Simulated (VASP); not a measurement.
# Si62C (a cell with a defect) in VASP: further runs, part 2 of 2

VASP 6.6.1. Earlier steps stand in the parts before.

## (3) Single point, PBE

The input, INCAR:

```
SYSTEM = Si62C
PREC = Accurate
ENCUT = 520
EDIFF = 1E-6
ISMEAR = 0
SIGMA = 0.02
LREAL = Auto
LASPH = .True.
NELM = 100
ALGO = Normal
ISIF = 2
LWAVE = .False.
LCHARG = .True.
GGA = PE
LELF = .True.
LVHAR = .True.
NBANDS = 163
NELECT = 254.0
```

The input, KPOINTS:

```
Automatic mesh
0
Gamma
  1 1 1
  0 0 0
```

The input, POSCAR:

```
Si62C
1.0
   10.8600000000      0.0000000000      0.0000000000
    0.0000000000     10.8600000000      0.0000000000
    0.0000000000      0.0000000000     10.8600000000
Si C
62 1
Direct
    0.5173266114     -0.0202603131     -0.0016861878
    0.6248744936      0.1185322284      0.1246653775
    0.7489060773      0.2462414365      0.0011700737
    0.8711258748      0.3752154696      0.1246503683
    0.7506623389     -0.0194101289      0.2334387661
    0.8725514733      0.1121405157      0.3671191529
    0.0036268877      0.0063174954      0.0034833333
    0.1264092081      0.1296924494      0.1318192449
    0.2573081952      0.2432423573      0.0020550645
    0.3790357274      0.3744832413      0.1233980663
    0.5068512891      0.5073251381      0.0076178637
    0.6325186004      0.6445297422      0.1210976059
    0.8683413444      0.8584832413      0.0853050645
    0.2505988029     -0.0044839779      0.2482989871
    0.3733766114      0.1211729282      0.3751250460
    0.4998008287      0.2458468692      0.2500436464
    0.6268494475      0.3734748619      0.3717610497
    0.7437292818      0.5047763352      0.2448314917
    0.8737465930      0.6219395948      0.3732154696
    0.5003522099     -0.0022825967      0.4993154696
    0.6169904236      0.1331574586      0.6224773481
    0.7495389503      0.2456802026      0.4945493554
    0.8762183241      0.3709619705      0.6243523020
    0.7462976980      0.0093348066      0.7419150092
    0.8758980663      0.1241163904      0.8730886740
   -0.0082850829      0.4901522099     -0.0129626151
    0.1169356354      0.6198241252      0.1139741252
    0.2490771639      0.7483678637     -0.0017698895
    0.3779866483      0.8686224678      0.1252041436
   -0.0029718232      0.2518255985      0.2545430018
    0.1222665746      0.3774551565      0.3793594843
    0.2459990792      0.4953363720      0.2463294659
    0.3674980663      0.6196285451      0.3831373849
    0.4945637201      0.7418135359      0.2562168508
    0.6237461326      0.8701357274      0.3728288214
    0.0052966851     -0.0062977901      0.4938676796
    0.1281400552      0.1204543278      0.6214485267
    0.2509237569      0.2502625230      0.4997884899
    0.3715116022      0.3779457643      0.6282523941
    0.5047332413      0.4954415285      0.5045046961
    0.6363583794      0.6209492634      0.6332136280
    0.7513965930      0.7490747698      0.5001830571
    0.8707531308      0.8827962247      0.6223778085
    0.2542099448     -0.0060759669      0.7458415285
    0.3839048803      0.1116198895      0.8773581952
    0.4964467772      0.2540627072      0.7548147330
    0.6274020258      0.3782667587      0.8800138122
    0.7659819521      0.4963287293      0.7624424494
   -0.0097353591      0.7461688766      0.2367137201
    0.1241809392      0.8643865562      0.3676437385
    0.0000262431      0.5051948435      0.5074225599
    0.0979756906      0.6379597606      0.6523800184
    0.2375836096      0.7416957643      0.5112931860
    0.3795316759      0.8663449355      0.6243274401
    0.0028751381      0.2452451197      0.7471111418
    0.1289482505      0.3675260589      0.8737505525
    0.2431493554      0.5049961326      0.7506837937
    0.3774036832      0.6226047882      0.8762545120
    0.5106225599      0.7474171271      0.7564248619
    0.6619115101      0.8618090239      0.8742713628
   -0.0529466851      0.7845433702      0.8002740331
    0.1251152855      0.8812877532      0.8792584715
    0.8238191529      0.8145069061     -0.0781837017
```

Potentials or basis: VASP PAW PBE potentials, release 64 (Si, C).

Started as:

```bash
cat potpaw_PBE.64/Si/POTCAR potpaw_PBE.64/C/POTCAR > POTCAR
mpirun -np 1 vasp_gam > vasp.out
```

OUTCAR:

```text
SYSTEM = Si62C
   PREC = Accurate
   ENCUT = 520
   EDIFF = 1E-6
   ISMEAR = 0
   LREAL = Auto
   LASPH = .True.
   NELM = 100
   ISIF = 2
   GGA = PE
   NELECT = 254.0

 ion  position               nearest neighbor table
   1  0.517  0.980  0.998-   2 2.35  29 2.38  45 2.42  60 2.43
   2  0.625  0.119  0.125-   5 2.35   1 2.35   3 2.35  16 2.37
   3  0.749  0.246  0.001-   4 2.35  47 2.35   2 2.35  25 2.37
   4  0.871  0.375  0.125-  26 2.35   3 2.35  18 2.37  30 2.38
   5  0.751  0.981  0.233-   2 2.35  35 2.37   6 2.43  13 2.45
[... 497 lines left out ...]
  Total       16.4983830     30.2754735     17.1937943      2.2114191     -3.3894816     -4.0957928
  in kB       20.6377567     37.8714603     21.5076437      2.7662547     -4.2398881     -5.1234097
  external PRESSURE =      26.6722869 kB  Pullay stress =       0.0000000 kB

 VOLUME and BASIS-vectors are now :
 -----------------------------------------------------------------------------
  energy-cutoff  :      520.00
  volume of cell :     1280.82
      direct lattice vectors                 reciprocal lattice vectors
    10.860000000  0.000000000  0.000000000     0.092081031  0.000000000  0.000000000
     0.000000000 10.860000000  0.000000000     0.000000000  0.092081031  0.000000000
     0.000000000  0.000000000 10.860000000     0.000000000  0.000000000  0.092081031

 POSITION                                       TOTAL-FORCE (eV/Angst)
 -----------------------------------------------------------------------------------
      5.61817     10.63997     10.84169        -0.030543      0.025805      0.017369
      6.78614      1.28726      1.35387        -0.003415      0.003323     -0.000390
      8.13312      2.67418      0.01271        -0.008491     -0.008323     -0.001584
      9.46043      4.07484      1.35370        -0.012998     -0.003260      0.003325
      8.15219     10.64921      2.53514        -0.006942     -0.018004     -0.017791
      9.47591      1.21785      3.98691         0.006089     -0.014851     -0.010303
[... 55 lines left out ...]
      1.35875      9.57078      9.54875         0.012536      0.013894      0.005754
      8.94668      8.84555     10.01092        -0.157108      0.205605      0.126550
 -----------------------------------------------------------------------------------
    total drift:                                0.007462      0.004094      0.007961

  FREE ENERGIE OF THE ION-ELECTRON SYSTEM (eV)
  ---------------------------------------------------
  free  energy   TOTEN  =      -321.9839987302 eV

  energy  without entropy=     -321.9839987302  energy(sigma->0) =     -321.98399873
```

OSZICAR:

```text
N       E                     dE             d eps       ncg     rms          rms(c)
DAV:   1     0.130110344344E+04    0.13011E+04   -0.11078E+05   326   0.137E+03
DAV:   2    -0.159414445955E+03   -0.14605E+04   -0.13744E+04   433   0.220E+02
DAV:   3    -0.325099707323E+03   -0.16569E+03   -0.15932E+03   404   0.653E+01
DAV:   4    -0.330739571221E+03   -0.56399E+01   -0.56034E+01   388   0.142E+01
DAV:   5    -0.330881076621E+03   -0.14151E+00   -0.14090E+00   396   0.252E+00    0.280E+01
DAV:   6    -0.323398096807E+03    0.74830E+01   -0.12420E+01   540   0.777E+00    0.170E+01
DAV:   7    -0.322030227844E+03    0.13679E+01   -0.78773E+00   356   0.523E+00    0.606E+00
DAV:   8    -0.321989141702E+03    0.41086E-01   -0.14766E+00   388   0.219E+00    0.157E+00
DAV:   9    -0.321969056844E+03    0.20085E-01   -0.12577E-01   444   0.946E-01    0.832E-01
DAV:  10    -0.321980844969E+03   -0.11788E-01   -0.85987E-02   356   0.521E-01    0.415E-01
DAV:  11    -0.321983090903E+03   -0.22459E-02   -0.13794E-02   404   0.229E-01    0.186E-01
DAV:  12    -0.321983594201E+03   -0.50330E-03   -0.17465E-03   388   0.903E-02    0.108E-01
DAV:  13    -0.321983973411E+03   -0.37921E-03   -0.78859E-04   348   0.545E-02    0.267E-02
DAV:  14    -0.321983990346E+03   -0.16935E-04   -0.81536E-05   380   0.187E-02    0.127E-02
DAV:  15    -0.321983997018E+03   -0.66720E-05   -0.14919E-05   372   0.753E-03    0.579E-03
DAV:  16    -0.321983998475E+03   -0.14578E-05   -0.19698E-06   252   0.297E-03    0.181E-03
DAV:  17    -0.321983998730E+03   -0.25477E-06   -0.38958E-07   196   0.135E-03
   1 F= -.32198400E+03 E0= -.32198400E+03  d E =-.384730E-20
```

It took 6.6 min on 1 thread of Intel Xeon Platinum 8259CL at 2.50GHz (Skylake/Cascade Lake), shared host; peak memory 1 GiB.

What came out:

```yaml
Free_energy: -321.9840 eV
Largest_force: 0.288 eV/Å
```

Forces in eV/Å, atoms in the order of the input:
```
Si  -0.031  0.026  0.017
Si  -0.003  0.003  0.000
Si  -0.008 -0.008 -0.002
Si  -0.013 -0.003  0.003
Si  -0.007 -0.018 -0.018
Si   0.006 -0.015 -0.010
Si   0.026  0.030  0.009
Si   0.013  0.018  0.004
Si  -0.002  0.008  0.001
Si   0.003  0.000 -0.012
Si  -0.003 -0.006  0.001
Si  -0.002  0.006 -0.035
Si   0.070  0.056  0.031
Si   0.001 -0.001  0.002
Si   0.002 -0.003  0.003
Si   0.000 -0.006  0.002
Si   0.000  0.006 -0.009
Si  -0.007  0.009 -0.007
Si   0.003  0.000 -0.010
Si   0.005 -0.010 -0.002
Si   0.001 -0.008 -0.001
Si  -0.008 -0.016 -0.019
Si   0.019 -0.038 -0.046
Si  -0.007  0.003  0.013
Si   0.005  0.000 -0.002
Si   0.014 -0.009  0.018
Si   0.005  0.009  0.000
Si   0.007  0.003 -0.005
Si  -0.003 -0.003  0.005
Si   0.002  0.001  0.005
Si   0.000  0.002 -0.002
Si   0.001 -0.016 -0.004
Si   0.004  0.002 -0.011
Si   0.007 -0.009 -0.011
Si   0.000 -0.013 -0.006
Si  -0.004 -0.013  0.010
Si   0.003 -0.010 -0.001
Si  -0.004 -0.004 -0.003
Si  -0.008 -0.005 -0.005
Si  -0.006 -0.005 -0.004
Si   0.006 -0.004 -0.007
Si   0.002 -0.005 -0.005
Si  -0.016 -0.008  0.017
Si   0.004 -0.020 -0.004
Si  -0.009  0.000 -0.011
Si  -0.015 -0.015 -0.008
Si  -0.027 -0.028 -0.006
Si  -0.024 -0.116 -0.064
Si  -0.002  0.010 -0.002
Si   0.002 -0.004  0.001
Si   0.000  0.005  0.001
Si  -0.005  0.010 -0.002
Si   0.009 -0.005 -0.003
Si   0.015 -0.017  0.002
Si   0.002 -0.013 -0.010
Si  -0.005  0.008 -0.012
Si  -0.001  0.009 -0.012
Si  -0.001 -0.004  0.001
Si  -0.001 -0.017  0.004
Si   0.106  0.003  0.066
Si   0.025  0.030  0.021
Si   0.013  0.014  0.006
C   -0.157  0.206  0.127
```

Caveat: the k points lie up to 0.58 Å⁻¹ apart; the cell carries a net charge on a neutralising background, which shifts energy and pressure; the cell is charged against a uniform background, so pressure and absolute levels hang on convention.
